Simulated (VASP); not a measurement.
# RbFeF4 (P4/mmm) in VASP: single point with LDA+U

Aim: the single point of RbFeF4 with LDA+U.

All numbers are computed with VASP 6.6.1; they aren't measurements. Logs are shortened: lines on timing, memory, paths and dates and some standing lists are left out, and cuts for length are marked.

### 1 The cell of the first run

The structure is tetragonal, space group P4/mmm (No. 123). Conventional cell: a = 3.894 Å, b = 3.894 Å, c = 6.378 Å, α = 90.00°, β = 90.00°, γ = 90.00°. Within 2.5 Å of F (site symmetry 4mm) lie 1 Fe at 1.89 Å. F (site symmetry mmm) has 2 Fe at 1.95 Å within 2.6 Å. Within 2.5 Å of Fe (site symmetry 4/mmm) lie 6 F at 1.89 to 1.95 Å. Rb (site symmetry 4/mmm) has 16 F at 3.05 to 3.74 Å and 4 Rb at 3.89 Å within 4.0 Å.

### 2 Single point, LDA+U, collinear spin, ferromagnetic start

File INCAR:

```
SYSTEM = RbFeF4
ALGO = Normal
EDIFF = 1E-6
ENCUT = 600
GGA_COMPAT = .FALSE.
ISIF = 2
ISMEAR = 0
ISPIN = 2
LASPH = .TRUE.
LCHARG = .FALSE.
LDAU = .TRUE.
LDAUJ = 0 0.5 0
LDAUL = -1 2 -1
LDAUPRINT = 1
LDAUTYPE = 1
LDAUU = 0 4 0
LMAXMIX = 4
LORBIT = 11
LREAL = .FALSE.
LWAVE = .FALSE.
MAGMOM = -0.01 -0.01 0.02 -0.01 1.66 0
NBANDS = 36
NELM = 200
PREC = Accurate
SIGMA = 0.05
```

File KPOINTS:

```
k-points
0
G
  5 5 3
  0 0 0
```

File POSCAR:

```
RbFeF4
1.0
    3.8940645700      0.0000000000      0.0000000000
    0.0000000000      3.8940645700      0.0000000000
    0.0000000000      0.0000000000      6.3780839900
F Fe Rb
4 1 1
Direct
    0.5000000000      0.5000000000      0.7959481200
    0.5000000000      0.5000000000      0.2040518800
    0.5000000000      0.0000000000      0.5000000000
    0.0000000000      0.5000000000      0.5000000000
    0.5000000000      0.5000000000      0.5000000000
    0.0000000000      0.0000000000      0.0000000000
```

Potentials or basis: VASP PAW LDA potentials, release 64 (F, Fe, Rb_sv).

Run with:

```bash
cat potpaw_LDA.64/F/POTCAR potpaw_LDA.64/Fe/POTCAR potpaw_LDA.64/Rb_sv/POTCAR > POTCAR
mpirun -np 1 vasp_std > vasp.out
```

OUTCAR:

```text
SYSTEM = RbFeF4
   EDIFF = 1E-6
   ENCUT = 600
   ISIF = 2
   ISMEAR = 0
   ISPIN = 2
   LASPH = .TRUE.
   LORBIT = 11
   LREAL = .FALSE.
   NELM = 200
   PREC = Accurate

 ion  position               nearest neighbor table
   1  0.500  0.500  0.796-   5 1.89   6 3.05   6 3.05   6 3.05   6 3.05
   2  0.500  0.500  0.204-   5 1.89   6 3.05   6 3.05   6 3.05   6 3.05
   3  0.500  0.000  0.500-   5 1.95   5 1.95   6 3.74   6 3.74   6 3.74   6 3.74
   4  0.000  0.500  0.500-   5 1.95   5 1.95   6 3.74   6 3.74   6 3.74   6 3.74
   5  0.500  0.500  0.500-   1 1.89   2 1.89   3 1.95   4 1.95   3 1.95   4 1.95   6 4.21   6 4.21
                             6 4.21   6 4.21   6 4.21   6 4.21   6 4.21   6 4.21
   6  0.000  0.000  0.000-   1 3.05   2 3.05   1 3.05   2 3.05   1 3.05   2 3.05   1 3.05   2 3.05
                             4 3.74   4 3.74   3 3.74   4 3.74   3 3.74   3 3.74   3 3.74   4 3.74

  LATTYP: Found a simple tetragonal cell.
 ALAT       =     3.8940645700
 C/A-ratio  =     1.6378988780

  Lattice vectors:

 A1 = (   3.8940645700,   0.0000000000,   0.0000000000)
 A2 = (   0.0000000000,   3.8940645700,   0.0000000000)
 A3 = (   0.0000000000,   0.0000000000,   6.3780839900)

Analysis of symmetry for initial positions (statically):
=====================================================================
 Subroutine PRICEL returns:
 Original cell was already a primitive cell.

 Routine SETGRP: Setting up the symmetry group for a
 simple tetragonal supercell.

 Subroutine GETGRP returns: Found 16 space group operations
 (whereof 16 operations were pure point group operations)
 out of a pool of 16 trial point group operations.

The static configuration has the point symmetry D_4h.

Analysis of symmetry for dynamics (positions and initial velocities):
=====================================================================
 Subroutine PRICEL returns:
 Original cell was already a primitive cell.

 Routine SETGRP: Setting up the symmetry group for a
 simple tetragonal supercell.

 Subroutine GETGRP returns: Found 16 space group operations
 (whereof 16 operations were pure point group operations)
 out of a pool of 16 trial point group operations.

The dynamic configuration has the point symmetry D_4h.

Analysis of structural, dynamic, and magnetic symmetry:
=====================================================================
 Subroutine PRICEL returns:
 Original cell was already a primitive cell.

 Routine SETGRP: Setting up the symmetry group for a
 simple tetragonal supercell.

 Subroutine GETGRP returns: Found  8 space group operations
 (whereof  8 operations were pure point group operations)
 out of a pool of 16 trial point group operations.

The overall configuration has the point symmetry D_2h.

 Subroutine INISYM returns: Found  8 space group operations
 (whereof  8 operations are pure point group operations),
 and found     1 'primitive' translations

----------------------------------------------------------------------------------------

                                     Primitive cell

  volume of cell :      96.7156

  direct lattice vectors                    reciprocal lattice vectors
     3.894064570  0.000000000  0.000000000     0.256801083  0.000000000  0.000000000
     0.000000000  3.894064570  0.000000000     0.000000000  0.256801083  0.000000000
     0.000000000  0.000000000  6.378083990     0.000000000  0.000000000  0.156786897

  length of vectors
     3.894064570  3.894064570  6.378083990     0.256801083  0.256801083  0.156786897

  position of ions in fractional coordinates (direct lattice)
     0.500000000  0.500000000  0.795948120
     0.500000000  0.500000000  0.204051880
     0.500000000  0.000000000  0.500000000
     0.000000000  0.500000000  0.500000000
     0.500000000  0.500000000  0.500000000
     0.000000000  0.000000000  0.000000000

  ion indices of the primitive-cell ions
[... 97 lines left out ...]
 LDA+U is selected, type is set to LDAUTYPE =  1
   angular momentum for each species LDAUL =    -1    2   -1
   U (eV)           for each species LDAUU =   0.0  4.0  0.0
   J (eV)           for each species LDAUJ =   0.0  0.5  0.0
   GGA     = CA    functional components
   LHFCALC =     F    Hartree Fock is set to
   AEXX    =    0.0000 exact exchange contribution
   IVDW    =     0    specifies the selected vdW correction
   LEPSILON=     F    determine dielectric tensor
   LRPA    =     F    only Hartree local field effects (RPA)
 spin polarized calculation
 Gauss-broadening in eV      SIGMA  =   0.05
  energy-cutoff  :      600.00
  volume of cell :       96.72
 maximum number of plane-waves:      3240
 NGX is ok and might be reduce to    32
   NGX = 15   NGY = 15   NGZ = 25

atom =   5  type =  2  l = 2

 onsite density matrix

spin component  1

  0.9809  0.0000  0.0000  0.0000 -0.0000
  0.0000  0.9845  0.0000 -0.0000  0.0000
  0.0000  0.0000  1.0766  0.0000  0.0000
  0.0000 -0.0000  0.0000  0.9845  0.0000
 -0.0000  0.0000  0.0000  0.0000  1.0573

spin component  2

  0.0762  0.0000 -0.0000  0.0000  0.0000
  0.0000  0.0986  0.0000  0.0000  0.0000
 -0.0000  0.0000  0.2790  0.0000  0.0000
  0.0000  0.0000  0.0000  0.0986  0.0000
  0.0000  0.0000  0.0000  0.0000  0.1928

 occupancies and eigenvectors

  o =  0.0762  v =  0.0000  0.0000  0.0000  0.0000  0.0000  1.0000  0.0000  0.0000  0.0000  0.0000      0.0000  0.0000  0.0000  0.0000  0.0000  0.0000  0.0000  0.0000  0.0000  0.0000
  o =  0.0986  v =  0.0000  0.0000  0.0000  0.0000  0.0000  0.0000  1.0000 -0.0000  0.0000  0.0000      0.0000  0.0000  0.0000  0.0000  0.0000  0.0000  0.0000  0.0000  0.0000  0.0000
  o =  0.0986  v =  0.0000  0.0000  0.0000  0.0000  0.0000  0.0000  0.0000  0.0000 -1.0000  0.0000      0.0000  0.0000  0.0000  0.0000  0.0000  0.0000  0.0000  0.0000  0.0000  0.0000
  o =  0.1928  v =  0.0000  0.0000  0.0000  0.0000  0.0000  0.0000 -0.0000 -0.0000  0.0000  1.0000      0.0000  0.0000  0.0000  0.0000  0.0000  0.0000  0.0000  0.0000  0.0000  0.0000
  o =  0.2790  v =  0.0000  0.0000  0.0000  0.0000  0.0000  0.0000  0.0000 -1.0000  0.0000 -0.0000      0.0000  0.0000  0.0000  0.0000  0.0000  0.0000  0.0000  0.0000  0.0000  0.0000
  o =  0.9809  v =  1.0000  0.0000  0.0000  0.0000  0.0000  0.0000  0.0000  0.0000  0.0000  0.0000      0.0000  0.0000  0.0000  0.0000  0.0000  0.0000  0.0000  0.0000  0.0000  0.0000
  o =  0.9845  v =  0.0000 -1.0000 -0.0000 -0.0000  0.0000  0.0000  0.0000  0.0000  0.0000  0.0000      0.0000  0.0000  0.0000  0.0000  0.0000  0.0000  0.0000  0.0000  0.0000  0.0000
  o =  0.9845  v =  0.0000  0.0000  0.0000 -1.0000 -0.0000  0.0000  0.0000  0.0000  0.0000  0.0000      0.0000  0.0000  0.0000  0.0000  0.0000  0.0000  0.0000  0.0000  0.0000  0.0000
  o =  1.0573  v =  0.0000  0.0000 -0.0000  0.0000  1.0000  0.0000  0.0000  0.0000  0.0000  0.0000      0.0000  0.0000  0.0000  0.0000  0.0000  0.0000  0.0000  0.0000  0.0000  0.0000
  o =  1.0766  v =  0.0000 -0.0000  1.0000  0.0000  0.0000  0.0000  0.0000  0.0000  0.0000  0.0000      0.0000  0.0000  0.0000  0.0000  0.0000  0.0000  0.0000  0.0000  0.0000  0.0000

 number of electron      44.9999961 magnetization       4.9994864

 Free energy of the ion-electron system (eV)
  ---------------------------------------------------
  ext. energy  EPLUGINS =         0.00000000
  ---------------------------------------------------
  free energy    TOTEN  =       -32.31470362 eV

  energy without entropy =      -32.31470362  energy(sigma->0) =      -32.31470362

 E-fermi :  -1.3734     XC(G=0):  -9.4966

 val. band max:       -1.5936833632   @ k =   0.4000   0.4000   0.3333
 cond. band min:      -0.0233371939   @ k =   0.0000   0.0000   0.0000
 fundamental gap:      1.5703461693
 Fermi energy:        -1.3733541427

 spin component 1

 k-point     1 :       0.0000    0.0000    0.0000
  band No.  band energies     occupation
      1     -25.4172      1.00000
      2     -23.5065      1.00000
      3     -23.0104      1.00000
      4     -22.2026      1.00000
      5     -21.9195      1.00000
      6      -9.5669      1.00000
[... 655 lines left out ...]
     33      10.5659      0.00000
     34      11.0560      0.00000
 Fermi energy:        -1.3733541427

 spin component 2

 k-point     1 :       0.0000    0.0000    0.0000
  band No.  band energies     occupation
      1     -25.4137      1.00000
      2     -23.1815      1.00000
      3     -22.5606      1.00000
      4     -21.8462      1.00000
      5     -21.6645      1.00000
      6      -9.5642      1.00000
[... 655 lines left out ...]
     33      11.2433      0.00000
     34      11.5030      0.00000
 [bands above 34 left out]

------------------------ aborting loop because EDIFF is reached ----------------------------------------

  FORCE on cell =-STRESS in cart. coord.  units (eV):
  Direction    XX          YY          ZZ          XY          YZ          ZX
  --------------------------------------------------------------------------------------
  -------------------------------------------------------------------------------------
  Total       -2.6659653     -2.6659785     -2.4788807      0.0000000      0.0000000      0.0000000
  in kB      -44.1640151    -44.1642328    -41.0647964      0.0000000      0.0000000      0.0000000
  external PRESSURE =     -43.1310148 kB  Pullay stress =       0.0000000 kB

 VOLUME and BASIS-vectors are now :
 -----------------------------------------------------------------------------
  energy-cutoff  :      600.00
  volume of cell :       96.72
      direct lattice vectors                 reciprocal lattice vectors
     3.894064570  0.000000000  0.000000000     0.256801083  0.000000000  0.000000000
     0.000000000  3.894064570  0.000000000     0.000000000  0.256801083  0.000000000
     0.000000000  0.000000000  6.378083990     0.000000000  0.000000000  0.156786897

 POSITION                                       TOTAL-FORCE (eV/Angst)
 -----------------------------------------------------------------------------------
      1.94703      1.94703      5.07662         0.000000      0.000000     -0.304185
      1.94703      1.94703      1.30146         0.000000      0.000000      0.304185
      1.94703      0.00000      3.18904         0.000000      0.000000      0.000000
      0.00000      1.94703      3.18904         0.000000      0.000000      0.000000
      1.94703      1.94703      3.18904         0.000000      0.000000      0.000000
      0.00000      0.00000      0.00000         0.000000      0.000000      0.000000
 -----------------------------------------------------------------------------------
    total drift:                                0.000000     -0.000000     -0.000000

  FREE ENERGIE OF THE ION-ELECTRON SYSTEM (eV)
  ---------------------------------------------------
  free  energy   TOTEN  =       -32.3147036205 eV

  energy  without entropy=      -32.3147036205  energy(sigma->0) =      -32.31470362

 total charge

# of ion       s       p       d       tot
------------------------------------------
    1        1.725   4.324   0.000   6.048
    2        1.725   4.324   0.000   6.048
    3        1.722   4.354   0.000   6.076
    4        1.722   4.354   0.000   6.076
    5        0.363   0.560   5.800   6.723
    6        1.932   5.338   0.013   7.284
--------------------------------------------------
tot          9.188  23.254   5.813  38.256

 magnetization (x)

# of ion       s       p       d       tot
------------------------------------------
    1        0.002   0.127   0.000   0.129
    2        0.002   0.127   0.000   0.129
    3        0.007   0.139   0.000   0.146
    4        0.007   0.139   0.000   0.146
    5        0.020   0.026   4.332   4.378
    6        0.000   0.001   0.000   0.001
--------------------------------------------------
tot          0.038   0.559   4.333   4.930
```

Wall time 2.1 min (1 thread of Intel Xeon Platinum 8259CL at 2.50GHz (Skylake/Cascade Lake), shared host); peak memory 0.28 GiB.

Results:

| Property | Result |
| --- | --- |
| Free energy | -32.3147 eV |
| Pressure | -4.3 GPa |
| Largest force | 0.304 eV/Å |
| Band gap on the k mesh | 1.57 eV (least direct gap 2.27 eV) |
| Net moment | 5.00 μB per cell |
| Site moments | F +0.13, +0.15 (each value once); Fe +4.38; Rb +0.00 μB |
| Valence electrons inside the program's atomic spheres | F 6.05, 6.08 (each value once); Fe 6.72; Rb 7.28 |

Forces in eV/Å, atoms in the order of the input:
```
F    0.000  0.000 -0.304
F    0.000  0.000  0.304
F    0.000  0.000  0.000
F    0.000  0.000  0.000
Fe   0.000  0.000  0.000
Rb   0.000  0.000  0.000
```

Stress tensor (GPa, compression positive):
```
-4.42  0.00  0.00
 0.00 -4.42  0.00
 0.00  0.00 -4.11
```

Levels at points of the mesh, in eV from the valence-band top:
Spin up:
```tsv
k point	band 23	band 24	band 25	band 26	band 27	band 28
(0.00, 0.00, 0.00)	-1.74	-1.56	-1.56	5.03	7.54	8.29
```
Spin down:
| k point | band 17 | band 18 | band 19 | band 20 | band 21 | band 22 | band 23 | band 24 |
| --- | --- | --- | --- | --- | --- | --- | --- | --- |
| (0.00, 0.00, 0.00) | -2.10 | -1.63 | -1.63 | -1.44 | 1.57 | 2.01 | 2.23 | 2.23 |

Eigenvalues of the final occupation matrices:
| site | spin | trace | eigenvalues |
| --- | --- | --- | --- |
| site 5 d | 1 | 5.08 | 0.98 0.98 0.98 1.06 1.08 |
| site 5 d | 2 | 0.75 | 0.08 0.10 0.10 0.19 0.28 |

Caveat: the cell stands under tension; a cell with one magnetic atom can't hold antiferromagnetic order, which such compounds often take. The state reached can hang on the start; a lower one may exist.
